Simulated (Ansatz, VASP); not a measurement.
## SnSe in VASP and in Ansatz

Contents of INCAR:

```
SYSTEM = SnSe
ALGO = Normal
EDIFF = 1E-6
ENCUT = 520
GGA = PE
ISIF = 2
ISMEAR = 0
IVDW = 12
LASPH = .TRUE.
LCHARG = .TRUE.
LELF = .TRUE.
LREAL = .FALSE.
LVHAR = .TRUE.
LWAVE = .FALSE.
NBANDS = 17
NELM = 100
PREC = Accurate
SIGMA = 0.05
```

The input KPOINTS:

```
k-points
0
G
  10 10 10
  0 0 0
```

The input POSCAR:

```
SnSe
1.0
    0.0000000000      2.9887688397      2.9439373071
    2.9887688397      0.0000000000      2.9439373071
    2.9887688397      2.9887688397      0.0000000000
Sn Se
1 1
Direct
    0.0000000000      0.0000000000      0.0000000000
    0.5000000000      0.5000000000      0.5000000000
```

Input for Ansatz:

```yaml
crystal:
  lattice:
    - [0.0, 2.9887688397, 2.9439373071]
    - [2.9887688397, 0.0, 2.9439373071]
    - [2.9887688397, 2.9887688397, 0.0]
  atoms:
    - { symbol: Sn, position: [0.0, 0.0, 0.0] }
    - { symbol: Se, position: [0.5, 0.5, 0.5] }
basis:
  ecutwfc: 420
kpoints:
  mp_grid: { grid: [10, 10, 10] }
hamiltonian:
  xc: pbe
  dispersion: d3bj
scf:
  occupations: { method: gaussian, width: 0.05 }
output:
  forces: true
  stress: true
  eigenvalues: true
  write_density: true
  write_potential: true
  elf: true
  volumetric_format: npy
```

Change from the starting cell: strain +0.000 along x and y, -0.015 along z, atoms carried along.

Alike in both runs: task single point; functional PBE; dispersion D3(BJ); k mesh 10 × 10 × 10; occupations gaussian, width 0.05 eV; no spin polarisation.

```csv
,VASP,Ansatz
version,VASP 6.6.1,Ansatz 0.2.0
potentials or method,"VASP PAW PBE potentials, release 64 (Sn_d, Se), cutoff 520 eV","scalar-relativistic, plane waves, PAW"
valence electrons in the cell,20,30
```

```tsv
	VASP	Ansatz	Ansatz less VASP
gap on the k mesh at the Fermi level (eV)	0.49	0.49	+0.001
least direct gap on the mesh (eV)	0.58	0.58	0.000
pressure (GPa)	0.8	0.9	+0.01
traceless stress, the component that is largest in VASP (GPa)	1.48	1.48	-0.004
```

VASP's potentials hold 20 valence electrons a cell and Ansatz's 30, so a difference there can come from the potentials and not from the codes.
